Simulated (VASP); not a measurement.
# NaI (Fm-3m) in VASP: further runs, part 2 of 2

VASP 6.6.1.

## (4) Electric field gradients, PBE (35.93 Å³/atom)

This run uses another cell than the first one, of 35.93 Å³/atom.

Input file INCAR:

```
ALGO = Normal ; EDIFF = 1E-8
ENCUT = 520 ; GGA = PE
ISIF = 2 ; ISMEAR = -1
LASPH = True ; LCHARG = False
LEFG = True ; LREAL = False
LWAVE = False ; NBANDS = 14
NELM = 80 ; PREC = Accurate
SIGMA = 0.02
```

Input file KPOINTS:

```
k-points
0
Gamma
  8 8 8
```

Input file POSCAR:

```
NaI
1.0
    0.0000000000      3.2998749385      3.2998749385
    3.2998749385      0.0000000000      3.2998749385
    3.2998749385      3.2998749385      0.0000000000
Na I
1 1
Direct
    0.0000000000      0.0000000000      0.0000000000
    0.5000000000      0.5000000000      0.5000000000
```

Potentials or basis: VASP PAW PBE potentials, release 64 (Na_pv, I).

Launch:

```bash
> cat potpaw_PBE.64/Na_pv/POTCAR potpaw_PBE.64/I/POTCAR > POTCAR
> mpirun -np 1 vasp_std > vasp.out
```

OUTCAR:

```text
EDIFF = 1E-8
   ENCUT = 520
   GGA = PE
   ISIF = 2
   ISMEAR = -1
   LASPH = True
   LREAL = False
   NELM = 80
   PREC = Accurate

 ion  position               nearest neighbor table
   1  0.000  0.000  0.000-
   2  0.500  0.500  0.500-

  LATTYP: Found a face centered cubic cell.
 ALAT       =     6.5997498770

  Lattice vectors:

 A1 = (   0.0000000000,   3.2998749385,   3.2998749385)
 A2 = (   3.2998749385,   0.0000000000,   3.2998749385)
 A3 = (   3.2998749385,   3.2998749385,   0.0000000000)

[... 615 lines left out ...]

  FREE ENERGIE OF THE ION-ELECTRON SYSTEM (eV)
  ---------------------------------------------------
  free  energy   TOTEN  =        -5.3845051168 eV

  energy  without entropy=       -5.3845051168  energy(sigma->0) =       -5.38450512

 Electric field gradients (V/A^2)
---------------------------------------------------------------------
 ion       V_xx      V_yy      V_zz      V_xy      V_xz      V_yz
---------------------------------------------------------------------
   1      -0.000    -0.000     0.000     0.002     0.002     0.002
   2       0.000     0.000    -0.000    -0.000    -0.000    -0.000
---------------------------------------------------------------------

 Electric field gradients after diagonalization (V/A^2)
 (convention: |V_zz| > |V_xx| > |V_yy|)
----------------------------------------------------------------------
 ion       V_xx      V_yy      V_zz     asymmetry (V_yy - V_xx)/ V_zz
----------------------------------------------------------------------
   1      -0.002    -0.002     0.003       0.000
   2       0.000     0.000    -0.000       0.000
----------------------------------------------------------------------

           NMR quadrupolar parameters

 Cq : quadrupolar parameter    Cq=e*Q*V_zz/h
 eta: asymmetry parameters     (V_yy - V_xx)/ V_zz
 Q  : nuclear electric quadrupole moment in mb (millibarn)
----------------------------------------------------------------------
 ion       Cq(MHz)       eta       Q (mb)
----------------------------------------------------------------------
   1       0.000       0.000       1.000
   2      -0.000       0.000       1.000
----------------------------------------------------------------------
```

OSZICAR:

```text
N       E                     dE             d eps       ncg     rms          rms(c)
DAV:   1     0.842101883412E+02    0.84210E+02   -0.65385E+03   812   0.880E+02
DAV:   2     0.128387766810E+01   -0.82926E+02   -0.76338E+02   866   0.218E+02
DAV:   3    -0.529802889169E+01   -0.65819E+01   -0.65442E+01  1046   0.605E+01
DAV:   4    -0.545835186458E+01   -0.16032E+00   -0.16028E+00  1040   0.979E+00
DAV:   5    -0.546149715466E+01   -0.31453E-02   -0.31452E-02  1104   0.130E+00    0.158E+00
DAV:   6    -0.539218604197E+01    0.69311E-01   -0.81407E-02   962   0.161E+00    0.107E+00
DAV:   7    -0.538215713174E+01    0.10029E-01   -0.70672E-02  1028   0.133E+00    0.618E-01
DAV:   8    -0.538453204766E+01   -0.23749E-02   -0.61144E-03   950   0.603E-01    0.183E-01
DAV:   9    -0.538448763005E+01    0.44418E-04   -0.21379E-04   962   0.123E-01    0.475E-02
DAV:  10    -0.538450355357E+01   -0.15924E-04   -0.41594E-05   974   0.618E-02    0.951E-03
DAV:  11    -0.538450466005E+01   -0.11065E-05   -0.39556E-06  1058   0.179E-02    0.208E-03
DAV:  12    -0.538450505013E+01   -0.39009E-06   -0.53556E-07   974   0.559E-03    0.908E-04
DAV:  13    -0.538450511737E+01   -0.67237E-07   -0.18685E-08  1046   0.831E-04    0.275E-04
DAV:  14    -0.538450511682E+01    0.54820E-09   -0.69225E-09   952   0.452E-04
   1 F= -.53845051E+01 E0= -.53845051E+01  d E =-.273691E-11
```

stdout:

```text
POSCAR found type information on POSCAR NaI
 POSCAR found :  2 types and       2 ions
 scaLAPACK will be used
 LDA part: xc-table for (Slater+PW92), standard interpolation
 POSCAR, INCAR and KPOINTS ok, starting setup
 FFT: planning ... GRIDC
 FFT: planning ... GRID_SOFT
 FFT: planning ... GRID
 WAVECAR not read
 entering main loop
ion   1

ion   2
```

Wall time 51 s (1 thread of Intel Xeon 8259CL, shared host); peak memory 0.21 GiB.

What came out:

- Free energy: -5.3845 eV
- Pressure: -0.4 GPa
- Band gap on the k mesh: 3.49 eV
- Largest electric field gradient by atom: under 0.05 V/Å² on every atom

Caveat: spin-orbit coupling is left out, which moves the levels of the heavy elements. A k mesh can miss the band edges.

## (5) Single point, PBE

Input file POSCAR:

```
NaI
1.0
    0.0000000000      3.2364000000      3.2364000000
    3.2364000000      0.0000000000      3.2364000000
    3.2364000000      3.2364000000      0.0000000000
Na I
1 1
Direct
    0.0000000000      0.0000000000      0.0000000000
    0.5000000000      0.5000000000      0.5000000000
```

Input file INCAR.step1:

```
PREC = Accurate
ENCUT = 520
EDIFF = 1E-7
ISMEAR = -1
SIGMA = 0.02
LREAL = F
LASPH = T
NELM = 100
ALGO = Normal
ISIF = 2
LWAVE = F
LCHARG = T
GGA = PE
NBANDS = 14
```

Input file KPOINTS.step1:

```
Automatic mesh
0
Gamma
  8 8 8
```

Input file INCAR.step2:

```
PREC = Accurate
ENCUT = 520
EDIFF = 1E-7
ISMEAR = -5
SIGMA = 0.02
LREAL = F
LASPH = T
NELM = 100
ALGO = Normal
ISIF = 2
LWAVE = F
LCHARG = F
GGA = PE
LORBIT = 11
NBANDS = 14
NEDOS = 1001
ICHARG = 11
```

Input file KPOINTS.step2:

```
Automatic mesh
0
Gamma
  12 12 12
```

Launch:

```bash
> cat potpaw_PBE.64/Na_pv/POTCAR potpaw_PBE.64/I/POTCAR > POTCAR
> cp INCAR.step1 INCAR
> cp KPOINTS.step1 KPOINTS
> mpirun -np 1 vasp_std > vasp.out
> cp INCAR.step2 INCAR
> cp KPOINTS.step2 KPOINTS
> mpirun -np 1 vasp_std > vasp.out
```

Run time: 1.9 min. Hardware: 1 thread of Intel Xeon 8259CL, shared host; peak memory 0.23 GiB.

The run converged. Its results:

```yaml
Valence_electrons_inside_the_program's_atomic_spheres: Na 6.01; I 4.35
```

Levels at points of the mesh, in eV from the valence-band top:
```tsv
k point	band 3	band 4	band 5	band 6	band 7	band 8	band 9	band 10	band 11	band 12
(0.00, 0.00, 0.00)	-22.44	-11.02	0.00	0.00	0.00	3.64	7.93	7.93	7.93	9.75
(0.50, 0.00, 0.00)	-22.44	-10.70	-2.18	-0.28	-0.28	5.09	7.44	7.44	8.73	10.31
(0.50, 0.50, 0.00)	-22.44	-10.63	-1.90	-0.74	-0.74	4.49	5.56	9.87	11.30	11.30
```

Caveat: spin-orbit coupling is left out, which moves the levels of the heavy elements.

## (6) Summary

| task | cell | k mesh for the DOS | occupations for the DOS | gap on the mesh (eV) | pressure (GPa) |
| --- | --- | --- | --- | --- | --- |
| electric field gradients | a = 4.577 Å, angles 60.0°, 2 atoms | - | - | 3.64 | 0.4 |
| electric field gradients | a = 4.607 Å, angles 60.0°, 2 atoms | - | - | 3.59 | 0.1 |
| electric field gradients | a = 4.667 Å, angles 60.0°, 2 atoms | - | - | 3.49 | -0.4 |
| single point | a = 4.577 Å, angles 60.0°, 2 atoms | 12 × 12 × 12 | tetrahedron | - | - |

Alike in all rows: level PBE; potentials or basis VASP PAW PBE potentials, release 64 (Na_pv, I); no spin polarisation; k mesh 8 × 8 × 8; cutoff (eV) 520; smearing fermi-dirac 0.02 eV.

Caveats: spin-orbit coupling is left out, which moves the levels of the heavy elements.

Absolute energies hang on the potentials; compare differences alone.
